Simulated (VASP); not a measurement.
# Se (P2_12_12) in VASP: single point with PBE

Aim: the single point of Se with PBE.

All numbers are computed with VASP 6.6.1; they aren't measurements. Logs are shortened: lines on timing, memory, paths and dates and some standing lists are left out, and cuts for length are marked.

### 1 The cell of the first run

The structure is orthorhombic, space group P2_12_12 (No. 18). Conventional cell: a = 4.868 Å, b = 7.909 Å, c = 2.740 Å, α = 90.00°, β = 90.00°, γ = 90.00°. Se (site symmetry 1) has 3 Se at 2.31 to 2.74 Å within 3.0 Å.

### 2 Single point, PBE

INCAR reads:

```
SYSTEM = Se
PREC = Accurate
ENCUT = 520
EDIFF = 1E-6
ISMEAR = -1
SIGMA = 0.2
LREAL = .FALSE.
LASPH = .TRUE.
NELM = 60
ALGO = Normal
ISIF = 2
LWAVE = .FALSE.
LCHARG = .FALSE.
GGA = PE
NBANDS = 20
```

KPOINTS reads:

```
regular mesh
0
G
  10 6 16
  0 0 0
```

POSCAR reads:

```
Se
1.0
    4.8681583976      0.0000000000      0.0000000000
    0.0000000000      7.9093295400      0.0000000000
    0.0000000000      0.0000000000      2.7402019956
Se
4
Direct
    0.6740806000      0.4010458100      0.2638364000
    0.8259194000      0.9010458100      0.7361636000
    0.3259194000      0.5989541900      0.2638364000
    0.1740806000      0.0989541900      0.7361636000
```

Potentials or basis: VASP PAW PBE potentials, release 64 (Se).

Command:

```
$ cat potpaw_PBE.64/Se/POTCAR > POTCAR
$ mpirun -np 1 vasp_std > vasp.out
```

OUTCAR:

```text
SYSTEM = Se
   PREC = Accurate
   ENCUT = 520
   EDIFF = 1E-6
   ISMEAR = -1
   LREAL = .FALSE.
   LASPH = .TRUE.
   NELM = 60
   ISIF = 2
   GGA = PE

 ion  position               nearest neighbor table
   1  0.674  0.401  0.264-   3 2.31
   2  0.826  0.901  0.736-   4 2.31
   3  0.326  0.599  0.264-   1 2.31
   4  0.174  0.099  0.736-   2 2.31

  LATTYP: Found a simple orthorhombic cell.
 ALAT       =     2.7402019956
 B/A-ratio  =     1.7765691746
 C/A-ratio  =     2.8864038318

  Lattice vectors:

 A1 = (   0.0000000000,   0.0000000000,   2.7402019956)
 A2 = (   4.8681583976,   0.0000000000,   0.0000000000)
 A3 = (   0.0000000000,   7.9093295400,   0.0000000000)

Analysis of symmetry for initial positions (statically):
=====================================================================
 Subroutine PRICEL returns:
 Original cell was already a primitive cell.

 Routine SETGRP: Setting up the symmetry group for a
 simple orthorhombic supercell.

 Subroutine GETGRP returns: Found  4 space group operations
 (whereof  2 operations were pure point group operations)
 out of a pool of  8 trial point group operations.

The static configuration has the point symmetry C_2 .
 The point group associated with its full space group is D_2 .

Analysis of symmetry for dynamics (positions and initial velocities):
=====================================================================
 Subroutine PRICEL returns:
 Original cell was already a primitive cell.

 Routine SETGRP: Setting up the symmetry group for a
 simple orthorhombic supercell.

 Subroutine GETGRP returns: Found  4 space group operations
 (whereof  2 operations were pure point group operations)
 out of a pool of  8 trial point group operations.

The dynamic configuration has the point symmetry C_2 .
 The point group associated with its full space group is D_2 .

 Subroutine INISYM returns: Found  4 space group operations
 (whereof  2 operations are pure point group operations),
 and found     1 'primitive' translations

----------------------------------------------------------------------------------------

                                     Primitive cell

  volume of cell :     105.5084

  direct lattice vectors                    reciprocal lattice vectors
     4.868158398  0.000000000  0.000000000     0.205416488  0.000000000  0.000000000
     0.000000000  7.909329540  0.000000000     0.000000000  0.126432967  0.000000000
     0.000000000  0.000000000  2.740201996     0.000000000  0.000000000  0.364936600

  length of vectors
     4.868158398  7.909329540  2.740201996     0.205416488  0.126432967  0.364936600

  position of ions in fractional coordinates (direct lattice)
     0.674080600  0.401045810  0.263836400
     0.825919400  0.901045810  0.736163600
     0.325919400  0.598954190  0.263836400
     0.174080600  0.098954190  0.736163600

  ion indices of the primitive-cell ions
   primitive index   ion index
                 1           1
                 2           2
                 3           3
                 4           4

----------------------------------------------------------------------------------------

 KPOINTS: regular mesh

Automatic generation of k-mesh.
 Grid dimensions read from file:
 generate k-points for:   10    6   16

 Generating k-lattice:

  Cartesian coordinates                     Fractional coordinates (reciprocal lattice)
     0.020541649  0.000000000  0.000000000     0.100000000  0.000000000  0.000000000
     0.000000000  0.021072161  0.000000000     0.000000000  0.166666667  0.000000000
     0.000000000  0.000000000  0.022808538     0.000000000  0.000000000  0.062500000

  Length of vectors
     0.020541649  0.021072161  0.022808538

  Shift w.r.t. Gamma in fractional coordinates (k-lattice)
     0.000000000  0.000000000  0.000000000

 Subroutine IBZKPT returns following result:
 ===========================================

 Found    216 irreducible k-points:

 Following reciprocal coordinates:
            Coordinates               Weight
  0.000000  0.000000  0.000000      1.000000
  0.100000  0.000000  0.000000      2.000000
  0.200000  0.000000  0.000000      2.000000
  0.300000  0.000000  0.000000      2.000000
  0.400000  0.000000  0.000000      2.000000
  0.500000  0.000000  0.000000      1.000000
[... 16 lines left out ...]
  0.400000  0.500000  0.000000      2.000000
  0.500000  0.500000  0.000000      1.000000
 [... further k-points ...]
   k-points           NKPTS =    216   k-points in BZ     NKDIM =    216   number of bands    NBANDS=     20
   number of dos      NEDOS =    301   number of ions     NIONS =      4
   total plane-waves  NPLWV =  43200
   dimension x,y,z NGX =    36 NGY =   60 NGZ =   20
   dimension x,y,z NGXF=    72 NGYF=  120 NGZF=   40
   ions per type =               4
   NGX,Y,Z   is equivalent  to a cutoff of  12.29, 12.61, 12.13 a.u.
   NGXF,Y,Z  is equivalent  to a cutoff of  24.59, 25.22, 24.27 a.u.
 SYSTEM =  Se
   PREC   = accura    normal or accurate (medium, high low for compatibility)
   ISTART =      0    job   : 0-new  1-cont  2-samecut
   ICHARG =      2    charge: 1-file 2-atom 10-const
   ISPIN  =      1    spin polarized calculation?
   LNONCOLLINEAR =      F non collinear calculations
   LSORBIT =      F    spin-orbit coupling
   LASPH  =      T    aspherical Exc in radial PAW
   ENCUT  =  520.0 eV  38.22 Ry    6.18 a.u.   9.05 14.71  5.09*2*pi/ulx,y,z
   NELM   =     60;   NELMIN=  2; NELMDL= -5     # of ELM steps
   EDIFF  = 0.1E-05   stopping-criterion for ELM
   LREAL  =      F    real-space projection
   EDIFFG = 0.1E-04   stopping-criterion for IOM
   NSW    =      0    number of steps for IOM
   IBRION =     -1    ionic relax: 0-MD 1-quasi-New 2-CG
   NFREE  =      0    steps in history (QN), initial steepest desc. (CG)
   ISIF   =      2    stress and relaxation
   ISYM   =      2    0-nonsym 1-usesym 2-fastsym
   POTIM  = 0.5000    time-step for ionic-motion
   TEBEG  =    0.0;   TEEND  =   0.0 temperature during run
   PSTRESS=    0.0 pullay stress
   NELECT =      24.0000    total number of electrons
   NUPDOWN=      -1.0000    fix difference up-down
   EMIN   =  10.00;   EMAX   =-10.00  energy-range for DOS
   EFERMI =   0.00;   METHOD = LEGACY
   ISMEAR =    -1;   SIGMA  =   0.20  broadening in eV -4-tet -1-fermi 0-gaus
   EFERMI_NEDOS =   21; number of points for ismear=-14 and -15
   IALGO  =     38    algorithm
   IMIX   =      4    mixing-type and parameters
     AMIX     =   0.40;   BMIX     =  1.00
     AMIX_MAG =   1.60;   BMIX_MAG =  1.00
  volume/ion in A,a.u.               =      26.38       178.00
  Fermi-wavevector in a.u.,A,eV,Ry     =   0.999347  1.888492 13.588059  0.998694
  Thomas-Fermi vector in A             =   2.131631
   LORBIT       =      0    0 simple, 1 ext, 2 COOP (PROOUT), +10 PAW based schemes
   GGA     = PE    functional components
   LHFCALC =     F    Hartree Fock is set to
   AEXX    =    0.0000 exact exchange contribution
   IVDW    =     0    specifies the selected vdW correction
   LEPSILON=     F    determine dielectric tensor
   LRPA    =     F    only Hartree local field effects (RPA)
 non-spin polarized calculation
  energy-cutoff  :      520.00
  volume of cell :      105.51
 maximum number of plane-waves:      2872
   NGX = 19   NGY = 29   NGZ = 11

 number of electron      23.9999994 magnetization

 Free energy of the ion-electron system (eV)
  ---------------------------------------------------
  ext. energy  EPLUGINS =         0.00000000
  ---------------------------------------------------
  free energy    TOTEN  =       -13.51533352 eV

  energy without entropy =      -13.26876061  energy(sigma->0) =      -13.39204706

 E-fermi :   3.1427     XC(G=0):  -9.0504

 val. band max:        3.1395098830   @ k =   0.4000   0.1667   0.3125
 cond. band min:       3.1676050939   @ k =   0.2000   0.1667   0.3750
 fundamental gap:      0.0280952109
 Fermi energy:         3.1427427601

 k-point     1 :       0.0000    0.0000    0.0000
  band No.  band energies     occupation
      1     -12.9893      2.00000
      2     -12.5621      2.00000
      3      -9.8196      2.00000
      4      -9.2133      2.00000
      5      -2.3357      2.00000
      6      -2.2200      2.00000
[... 12 lines left out ...]
     19       9.5419      0.00000
     20      12.0009      0.00000

 k-point     2 :       0.1000    0.0000    0.0000
  band No.  band energies     occupation
      1     -12.9679      2.00000
      2     -12.5582      2.00000
      3      -9.8244      2.00000
      4      -9.2609      2.00000
      5      -2.4546      2.00000
      6      -2.1757      2.00000
[... 12 lines left out ...]
     19       9.8785      0.00000
     20      12.0135      0.00000

 k-point     3 :       0.2000    0.0000    0.0000
  band No.  band energies     occupation
      1     -12.9074      2.00000
      2     -12.5511      2.00000
      3      -9.8364      2.00000
      4      -9.3861      2.00000
      5      -2.6794      2.00000
      6      -2.1234      2.00000
[... 12 lines left out ...]
     19      10.6566      0.00000
     20      11.9957      0.00000

 k-point     4 :       0.3000    0.0000    0.0000
  band No.  band energies     occupation
      1     -12.8192      2.00000
      2     -12.5526      2.00000
      3      -9.8463      2.00000
      4      -9.5450      2.00000
      5      -2.8471      2.00000
      6      -2.2635      2.00000
[... 12 lines left out ...]
     19      11.5403      0.00000
     20      11.6676      0.00000

 k-point     5 :       0.4000    0.0000    0.0000
  band No.  band energies     occupation
      1     -12.7213      2.00000
      2     -12.5776      2.00000
      3      -9.8378      2.00000
      4      -9.6904      2.00000
      5      -2.8856      2.00000
      6      -2.5447      2.00000
[... 12 lines left out ...]
     19      10.9697      0.00000
     20      11.1309      0.00000
[... 353 lines left out ...]
      6      -2.4922      2.00000
[... 12 lines left out ...]
     19      10.8427      0.00000
     20      10.8427      0.00000

 k-point    22 :       0.3000    0.5000    0.0000
  band No.  band energies     occupation
      1     -12.6924      2.00000
      2     -12.6924      2.00000
      3      -9.6922      2.00000
      4      -9.6922      2.00000
      5      -2.4406      2.00000
      6      -2.4406      2.00000
[... 12 lines left out ...]
     19      11.0240      0.00000
     20      11.0240      0.00000

 k-point    23 :       0.4000    0.5000    0.0000
  band No.  band energies     occupation
      1     -12.6496      2.00000
      2     -12.6496      2.00000
      3      -9.7720      2.00000
      4      -9.7720      2.00000
      5      -2.3194      2.00000
      6      -2.3194      2.00000
[... 12 lines left out ...]
     19      10.9818      0.00000
     20      10.9818      0.00000

 k-point    24 :       0.5000    0.5000    0.0000
  band No.  band energies     occupation
      1     -12.6327      2.00000
      2     -12.6327      2.00000
      3      -9.8030      2.00000
      4      -9.8030      2.00000
      5      -2.2291      2.00000
      6      -2.2291      2.00000
[... 12 lines left out ...]
     19      10.4890      0.00000
     20      10.4890      0.00000

 [... further k-points ...]
[... 5 lines left out ...]
  --------------------------------------------------------------------------------------
  -------------------------------------------------------------------------------------
  Total        1.6504132      1.5321258      0.7617444      0.0000000      0.0000000      0.0000000
  in kB       25.0620347     23.2658043     11.5673238      0.0000000      0.0000000      0.0000000
  external PRESSURE =      19.9650543 kB  Pullay stress =       0.0000000 kB

 VOLUME and BASIS-vectors are now :
 -----------------------------------------------------------------------------
  energy-cutoff  :      520.00
  volume of cell :      105.51
      direct lattice vectors                 reciprocal lattice vectors
     4.868158398  0.000000000  0.000000000     0.205416488  0.000000000  0.000000000
     0.000000000  7.909329540  0.000000000     0.000000000  0.126432967  0.000000000
     0.000000000  0.000000000  2.740201996     0.000000000  0.000000000  0.364936600

 POSITION                                       TOTAL-FORCE (eV/Angst)
 -----------------------------------------------------------------------------------
      3.28153      3.17200      0.72297         0.376736     -0.381677      0.002387
      4.02071      7.12667      2.01724        -0.376736     -0.381677     -0.002387
      1.58663      4.73733      0.72297        -0.376736      0.381677      0.002387
      0.84745      0.78266      2.01724         0.376736      0.381677     -0.002387
 -----------------------------------------------------------------------------------
    total drift:                                0.000000      0.000000     -0.000000

  FREE ENERGIE OF THE ION-ELECTRON SYSTEM (eV)
  ---------------------------------------------------
  free  energy   TOTEN  =       -13.5153335173 eV

  energy  without entropy=      -13.2687606121  energy(sigma->0) =      -13.39204706
```

It took 2.8 min on 1 thread of Intel Xeon Platinum 8488C (Sapphire Rapids), shared host; peak memory 0.44 GiB.

Results:

| Quantity | Value |
| --- | --- |
| Free energy | -13.5153 eV |
| Pressure | 2.0 GPa |
| Largest force | 0.536 eV/Å |
| Band gap on the k mesh | zero (bands 12 and 13 overlap by 3.12 eV) |

Forces on the atoms (eV/Å):
```
Se   0.377 -0.382  0.002
Se  -0.377 -0.382 -0.002
Se  -0.377  0.382  0.002
Se   0.377  0.382 -0.002
```

Stress tensor (GPa, compression positive):
```
2.51 0.00 0.00
0.00 2.33 0.00
0.00 0.00 1.16
```
